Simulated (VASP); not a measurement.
# CdS (Fm-3m) in VASP: a series of runs

CdS is run at these levels: LDA; tasks: relaxation of cell and atoms.

Program: VASP 6.6.1. These are calculated values, not measurements. Logs are shortened: lines on timing, memory, paths and dates and some standing lists are left out, and cuts for length are marked.

## 1. The cell of the first run

It takes space group Fm-3m (No. 225, cubic). Conventional cell: a = 5.340 Å, b = 5.340 Å, c = 5.340 Å, α = 90.00°, β = 90.00°, γ = 90.00°. Within 3.5 Å of Cd (site symmetry m-3m) lie 6 S at 2.67 Å. S (site symmetry m-3m) has 6 Cd at 2.67 Å within 3.5 Å.

## 2. Relaxation of cell and atoms, LDA, target pressure 15 GPa, at which the enthalpy is minimised

File INCAR:

```
SYSTEM = CdS
ALGO = Normal
EDIFF = 1E-6
EDIFFG = -0.002
ENCUT = 600
IBRION = 2
ISIF = 3
ISMEAR = -1
LASPH = .True.
LCHARG = .False.
LREAL = .False.
LWAVE = .False.
NELM = 100
NSW = 100
PREC = Accurate
PSTRESS = 150.0
SIGMA = 0.08
```

File KPOINTS:

```
k-points
0
Gamma
  16 16 16
  0 0 0
```

File POSCAR:

```
CdS
1.0
    0.0000000000      2.6697583852      2.6697583852
    2.6697583852      0.0000000000      2.6697583852
    2.6697583852      2.6697583852      0.0000000000
Cd S
1 1
Direct
    0.0000000000      0.0000000000      0.0000000000
    0.5000000000      0.5000000000      0.5000000000
```

Potentials or basis: VASP PAW LDA potentials, release 64 (Cd, S).

Launch:

```bash
> cat potpaw_LDA.64/Cd/POTCAR potpaw_LDA.64/S/POTCAR > POTCAR
> mpirun -np 1 vasp_std > vasp.out
```

OUTCAR:

```text
SYSTEM = CdS
   EDIFF = 1E-6
   EDIFFG = -0.002
   ENCUT = 600
   IBRION = 2
   ISIF = 3
   ISMEAR = -1
   LASPH = .True.
   LREAL = .False.
   NELM = 100
   NSW = 100
   PREC = Accurate
   PSTRESS = 150.0

 ion  position               nearest neighbor table
   1  0.000  0.000  0.000-   2 2.67   2 2.67   2 2.67   2 2.67   2 2.67   2 2.67
   2  0.500  0.500  0.500-   1 2.67   1 2.67   1 2.67   1 2.67   1 2.67   1 2.67

  LATTYP: Found a face centered cubic cell.
 ALAT       =     5.3395167704

  Lattice vectors:

 A1 = (   0.0000000000,   2.6697583852,   2.6697583852)
 A2 = (   2.6697583852,   0.0000000000,   2.6697583852)
 A3 = (   2.6697583852,   2.6697583852,   0.0000000000)

Analysis of symmetry for initial positions (statically):
=====================================================================
 Subroutine PRICEL returns:
 Original cell was already a primitive cell.

 Routine SETGRP: Setting up the symmetry group for a
 face centered cubic supercell.

 Subroutine GETGRP returns: Found 48 space group operations
 (whereof 48 operations were pure point group operations)
 out of a pool of 48 trial point group operations.

The static configuration has the point symmetry O_h .

Analysis of symmetry for dynamics (positions and initial velocities):
=====================================================================
 Subroutine PRICEL returns:
 Original cell was already a primitive cell.

 Routine SETGRP: Setting up the symmetry group for a
 face centered cubic supercell.

 Subroutine GETGRP returns: Found 48 space group operations
 (whereof 48 operations were pure point group operations)
 out of a pool of 48 trial point group operations.

The dynamic configuration has the point symmetry O_h .

 Subroutine INISYM returns: Found 48 space group operations
 (whereof 48 operations are pure point group operations),
 and found     1 'primitive' translations

----------------------------------------------------------------------------------------

                                     Primitive cell

  volume of cell :      38.0580

  direct lattice vectors                    reciprocal lattice vectors
     0.000000000  2.669758385  2.669758385    -0.187282865  0.187282865  0.187282865
     2.669758385  0.000000000  2.669758385     0.187282865 -0.187282865  0.187282865
     2.669758385  2.669758385  0.000000000     0.187282865  0.187282865 -0.187282865

  length of vectors
     3.775608517  3.775608517  3.775608517     0.324383438  0.324383438  0.324383438

  position of ions in fractional coordinates (direct lattice)
     0.000000000  0.000000000  0.000000000
     0.500000000  0.500000000  0.500000000

  ion indices of the primitive-cell ions
   primitive index   ion index
                 1           1
                 2           2

----------------------------------------------------------------------------------------

 KPOINTS: k-points

Automatic generation of k-mesh.
 Grid dimensions read from file:
 generate k-points for:   16   16   16

 Generating k-lattice:

  Cartesian coordinates                     Fractional coordinates (reciprocal lattice)
    -0.011705179  0.011705179  0.011705179     0.062500000  0.000000000  0.000000000
     0.011705179 -0.011705179  0.011705179     0.000000000  0.062500000  0.000000000
     0.011705179  0.011705179 -0.011705179     0.000000000  0.000000000  0.062500000

  Length of vectors
     0.020273965  0.020273965  0.020273965

  Shift w.r.t. Gamma in fractional coordinates (k-lattice)
     0.000000000  0.000000000  0.000000000

 Subroutine IBZKPT returns following result:
 ===========================================

 Found    145 irreducible k-points:

 Following reciprocal coordinates:
            Coordinates               Weight
  0.000000  0.000000  0.000000      1.000000
  0.062500  0.000000  0.000000      8.000000
  0.125000  0.000000  0.000000      8.000000
  0.187500  0.000000  0.000000      8.000000
  0.250000  0.000000  0.000000      8.000000
  0.312500  0.000000  0.000000      8.000000
[... 16 lines left out ...]
 -0.125000  0.062500  0.000000     24.000000
 -0.062500  0.062500  0.000000     12.000000
 [... further k-points ...]
   k-points           NKPTS =    145   k-points in BZ     NKDIM =    145   number of bands    NBANDS=     13
   number of dos      NEDOS =    301   number of ions     NIONS =      2
   total plane-waves  NPLWV =  27000
   dimension x,y,z NGX =    30 NGY =   30 NGZ =   30
   dimension x,y,z NGXF=    60 NGYF=   60 NGZF=   60
   ions per type =               1   1
   NGX,Y,Z   is equivalent  to a cutoff of  13.21, 13.21, 13.21 a.u.
   NGXF,Y,Z  is equivalent  to a cutoff of  26.42, 26.42, 26.42 a.u.
 SYSTEM =  CdS
   PREC   = accura    normal or accurate (medium, high low for compatibility)
   ISTART =      0    job   : 0-new  1-cont  2-samecut
   ICHARG =      2    charge: 1-file 2-atom 10-const
   ISPIN  =      1    spin polarized calculation?
   LNONCOLLINEAR =      F non collinear calculations
   LSORBIT =      F    spin-orbit coupling
   LASPH  =      T    aspherical Exc in radial PAW
   ENCUT  =  600.0 eV  44.10 Ry    6.64 a.u.   7.54  7.54  7.54*2*pi/ulx,y,z
   NELM   =    100;   NELMIN=  2; NELMDL= -5     # of ELM steps
   EDIFF  = 0.1E-05   stopping-criterion for ELM
   LREAL  =      F    real-space projection
   EDIFFG = -.2E-02   stopping-criterion for IOM
   NSW    =    100    number of steps for IOM
   IBRION =      2    ionic relax: 0-MD 1-quasi-New 2-CG
   NFREE  =      1    steps in history (QN), initial steepest desc. (CG)
   ISIF   =      3    stress and relaxation
   ISYM   =      2    0-nonsym 1-usesym 2-fastsym
   POTIM  = 0.5000    time-step for ionic-motion
   TEBEG  =    0.0;   TEEND  =   0.0 temperature during run
   PSTRESS=  150.0 pullay stress
   NELECT =      18.0000    total number of electrons
   NUPDOWN=      -1.0000    fix difference up-down
   EMIN   =  10.00;   EMAX   =-10.00  energy-range for DOS
   EFERMI =   0.00;   METHOD = LEGACY
   ISMEAR =    -1;   SIGMA  =   0.08  broadening in eV -4-tet -1-fermi 0-gaus
   EFERMI_NEDOS =   21; number of points for ismear=-14 and -15
   IALGO  =     38    algorithm
   IMIX   =      4    mixing-type and parameters
     AMIX     =   0.40;   BMIX     =  1.00
     AMIX_MAG =   1.60;   BMIX_MAG =  1.00
  volume/ion in A,a.u.               =      19.03       128.41
  Fermi-wavevector in a.u.,A,eV,Ry     =   1.275510  2.410364 22.135653  1.626925
  Thomas-Fermi vector in A             =   2.408218
   LORBIT       =      0    0 simple, 1 ext, 2 COOP (PROOUT), +10 PAW based schemes
   GGA     = CA    functional components
   LHFCALC =     F    Hartree Fock is set to
   AEXX    =    0.0000 exact exchange contribution
   IVDW    =     0    specifies the selected vdW correction
   LEPSILON=     F    determine dielectric tensor
   LRPA    =     F    only Hartree local field effects (RPA)
 conjugate gradient relaxation of ions
 non-spin polarized calculation
  energy-cutoff  :      600.00
  volume of cell :       38.06
 maximum number of plane-waves:      1295
   NGX = 15   NGY = 15   NGZ = 15

--------------------------------------- Ionic step        1  -------------------------------------------

 number of electron      17.9999997 magnetization

 Free energy of the ion-electron system (eV)
  ---------------------------------------------------
  ext. energy  EPLUGINS =         0.00000000
  ---------------------------------------------------
  free energy    TOTEN  =        -7.26681058 eV

  energy without entropy =       -7.26343305  energy(sigma->0) =       -7.26512181

 E-fermi :   3.7275     XC(G=0): -11.1102

 val. band max:        3.7174116012   @ k =   0.4375   0.4375   0.0000
 cond. band min:       3.7923772788   @ k =   0.5000   0.4375   0.0000
 fundamental gap:      0.0749656775
 Fermi energy:         3.7274940503

 k-point     1 :       0.0000    0.0000    0.0000
  band No.  band energies     occupation
      1      -9.8205      2.00000
      2      -4.3264      2.00000
      3      -4.3264      2.00000
      4      -4.3211      2.00000
      5      -4.3211      2.00000
      6      -4.3211      2.00000
      7       2.5973      2.00000
      8       2.5973      2.00000
      9       2.5973      2.00000
     10       4.5560      0.00006
     11      12.7025      0.00000
     12      12.7025      0.00000
     13      12.7025      0.00000
[... 473 lines left out ...]
  FREE ENERGIE OF THE ION-ELECTRON SYSTEM (eV)
  ---------------------------------------------------
  free  energy   TOTEN  =        -7.0964216989 eV

  energy  without entropy=       -7.0929800475  energy(sigma->0) =       -7.09470087

  enthalpy is  TOTEN    =        -3.9050901060 eV   P V=        3.1913315930

[... ionic steps 4 to 12 ...]

--------------------------------------- Ionic step       13  -------------------------------------------

 number of electron      17.9999999 magnetization

------------------------ aborting loop because EDIFF is reached ----------------------------------------

  FORCE on cell =-STRESS in cart. coord.  units (eV):
  Direction    XX          YY          ZZ          XY          YZ          ZX
  --------------------------------------------------------------------------------------
  -------------------------------------------------------------------------------------
  Total        3.1871168      3.1871168      3.1871168      0.0000000      0.0000000      0.0000000
  in kB      150.3843287    150.3843287    150.3843287      0.0000000      0.0000000      0.0000000
  external PRESSURE =       0.3843287 kB  Pullay stress =     150.0000000 kB
[... 61 lines left out ...]
  enthalpy is  TOTEN    =        -3.9053338071 eV   P V=        3.1791160850

--------------------------------------- Ionic step       15  -------------------------------------------

 number of electron      17.9999999 magnetization

 Free energy of the ion-electron system (eV)
  ---------------------------------------------------
  ext. energy  EPLUGINS =         0.00000000
  ---------------------------------------------------
  free energy    TOTEN  =        -7.08449627 eV

  energy without entropy =       -7.08104704  energy(sigma->0) =       -7.08277166

 E-fermi :   5.0567     XC(G=0): -11.6840

 val. band max:        5.0132454969   @ k =   0.4375   0.4375   0.0000
 cond. band min:       5.1052499261   @ k =   0.5000   0.4375   0.0000
 fundamental gap:      0.0920044293
 Fermi energy:         5.0567448096

 k-point     1 :       0.0000    0.0000    0.0000
  band No.  band energies     occupation
      1      -9.4709      2.00000
      2      -3.3947      2.00000
      3      -3.3947      2.00000
      4      -3.3897      2.00000
      5      -3.3897      2.00000
      6      -3.3897      2.00000
      7       3.6406      2.00000
      8       3.6406      2.00000
      9       3.6406      2.00000
     10       6.5229      0.00000
     11      14.0475      0.00000
     12      14.0475      0.00000
     13      14.0475      0.00000
[... 397 lines left out ...]
  FREE ENERGIE OF THE ION-ELECTRON SYSTEM (eV)
  ---------------------------------------------------
  free  energy   TOTEN  =        -7.0844962711 eV

  energy  without entropy=       -7.0810470438  energy(sigma->0) =       -7.08277166

  enthalpy is  TOTEN    =        -3.9053337768 eV   P V=        3.1791624944

 reached required accuracy - stopping structural energy minimisation
```

Run time: 11 min. Hardware: 1 thread of Intel Xeon 8259CL, shared host; peak memory 0.24 GiB.

What came out:

```
Free energy                                                : -7.0845 eV
Relaxed volume                                             : 16.98 Å³/atom
Relaxed cell                                               : a = 3.635 Å, b = 3.635 Å, c = 3.635 Å, α = 60.00°, β = 60.00°, γ = 60.00°
Space group after relaxing (to 0.1 Å)                      : Fm-3m (No. 225)
Energy change on relaxing (the run minimises the enthalpy) : +91.2 meV/atom
Ionic steps                                                : 15
Pressure after relaxing                                    : 15.0 GPa
Band gap on the k mesh                                     : zero (bands 9 and 10 overlap by 0.08 eV)
```

The path:
| step | energy change (eV) | largest force (eV/Å) | pressure (GPa) | volume (Å³) |
| --- | --- | --- | --- | --- |
| 1 | 0.0000 | 0.0000 | 0.72 | 38.06 |
| 2 | 0.9808 | 0.0000 | 45.43 | 29.46 |
| 3 | 0.1704 | 0.0000 | 14.38 | 34.09 |
| 4 | 0.1806 | 0.0000 | 14.91 | 33.98 |
| 5 | 0.1880 | 0.0000 | 15.31 | 33.90 |
| 6 | 0.1747 | 0.0000 | 14.62 | 34.04 |
| 7 | 0.1824 | 0.0000 | 15.03 | 33.96 |
| 8 | 0.1818 | 0.0000 | 14.98 | 33.96 |
| 9 | 0.1821 | 0.0000 | 14.96 | 33.96 |
| 10 | 0.1823 | 0.0000 | 14.97 | 33.96 |
| 11 | 0.1833 | 0.0000 | 15.04 | 33.95 |
| 12 | 0.1827 | 0.0000 | 15.02 | 33.95 |
| 13 | 0.1825 | 0.0000 | 15.04 | 33.96 |
| 14 | 0.1824 | 0.0000 | 15.02 | 33.96 |
| 15 | 0.1823 | 0.0000 | 15.01 | 33.96 |

Final structure:
```
Cd S
1.0
     0.00000    2.57020    2.57020
     2.57020    0.00000    2.57020
     2.57020    2.57020    0.00000
Cd S
1 1
Direct
  0.00000 0.00000 0.00000
  0.50000 0.50000 0.50000
```

Levels at points of the mesh, in eV from the Fermi level:
| k point | band 6 | band 7 | band 8 | band 9 | band 10 | band 11 | band 12 | band 13 |
| --- | --- | --- | --- | --- | --- | --- | --- | --- |
| (0.00, 0.00, 0.00) | -8.45 | -1.42 | -1.42 | -1.42 | 1.47 | 8.99 | 8.99 | 8.99 |
| (0.50, 0.00, 0.00) | -8.09 | -6.01 | -0.16 | -0.16 | 2.89 | 5.32 | 5.32 | 8.12 |
| (0.50, 0.50, 0.00) | -6.82 | -5.94 | -3.25 | -3.25 | -0.24 | 5.44 | 10.73 | 12.29 |

Caveat: the cell is relaxed towards a set pressure, so the run minimises the enthalpy, not the energy; semilocal functionals underestimate gaps, and a narrow one can read as zero.

## 3. Relaxation of cell and atoms, LDA

This run uses another cell than the first one, of 20.87 Å³/atom.

File INCAR:

```
ALGO     = Normal         # electronic algorithm
EDIFF    = 1E-6           # SCF threshold, eV
EDIFFG   = -0.002         # ionic threshold
ENCUT    = 600            # plane-wave cutoff, eV
IBRION   = 2              # ionic algorithm
ISIF     = 3              # what is computed and relaxed
ISMEAR   = -1             # smearing method
LASPH    = T              # aspherical terms in the spheres
LCHARG   = F              # write CHGCAR
LREAL    = F              # projectors in reciprocal space
LWAVE    = F              # write WAVECAR
NELM     = 100            # most SCF steps
NSW      = 100            # ionic steps
PREC     = Accurate       # precision mode
SIGMA    = 0.08           # smearing width, eV
```

File KPOINTS:

```
k-points
0
Gamma
  16 16 16
```

File POSCAR:

```
CdS
1.0
    0.0000000000      2.7532440000      2.7532440000
    2.7532440000      0.0000000000      2.7532440000
    2.7532440000      2.7532440000      0.0000000000
Cd S
1 1
Direct
    0.0000000000      0.0000000000      0.0000000000
    0.5000000000      0.5000000000      0.5000000000
```

Potentials or basis: VASP PAW LDA potentials, release 64 (Cd, S).

Launch:

```bash
> cat potpaw_LDA.64/Cd/POTCAR potpaw_LDA.64/S/POTCAR > POTCAR
> mpirun -np 1 vasp_std > vasp.out
```

Run time: 3.2 min. Hardware: 1 thread of Intel Xeon 8259CL, shared host; peak memory 0.25 GiB.

Results (log left out):

```yaml
Free_energy: -7.2690 eV
Relaxed_volume: 19.18 Å³/atom
Relaxed_cell: a = 3.785 Å, b = 3.785 Å, c = 3.785 Å, α = 60.00°, β = 60.00°, γ = 60.00°
Space_group_after_relaxing_to_0.1_Å: Fm-3m (No. 225)
Energy_gained_by_relaxing: 36.8 meV/atom
Ionic_steps: 3
Pressure_after_relaxing: 0.0 GPa
Band_gap_on_the_k_mesh: zero (bands 9 and 10 overlap by 0.01 eV)
```

Step by step:
| step | energy change (eV) | largest force (eV/Å) | pressure (GPa) | volume (Å³) |
| --- | --- | --- | --- | --- |
| 1 | 0.0000 | 0.0000 | -6.40 | 41.74 |
| 2 | -0.0567 | 0.0000 | 3.91 | 36.90 |
| 3 | -0.0737 | 0.0000 | 0.00 | 38.35 |

Final structure:
```xyz
2
Lattice="0.0000 2.6766 2.6766 2.6766 0.0000 2.6766 2.6766 2.6766 0.0000" Properties=species:S:1:pos:R:3 pbc="T T T"
Cd    0.0000    0.0000    0.0000
S     2.6766    2.6766    2.6766
```

Levels at points of the mesh, in eV from the Fermi level:
```csv
k point,band 6,band 7,band 8,band 9,band 10,band 11,band 12,band 13
"(0.00, 0.00, 0.00)",-8.03,-1.11,-1.11,-1.11,0.79,8.97,8.97,8.97
"(0.50, 0.00, 0.00)",-7.77,-5.46,-0.20,-0.20,3.05,5.46,5.46,6.98
"(0.50, 0.50, 0.00)",-6.85,-4.99,-2.67,-2.67,-0.21,5.62,9.88,11.30
```

Caveat: semilocal functionals underestimate gaps, and a narrow one can read as zero.

The gap in the log of VASP goes by the Fermi energy; the results here count the filled bands.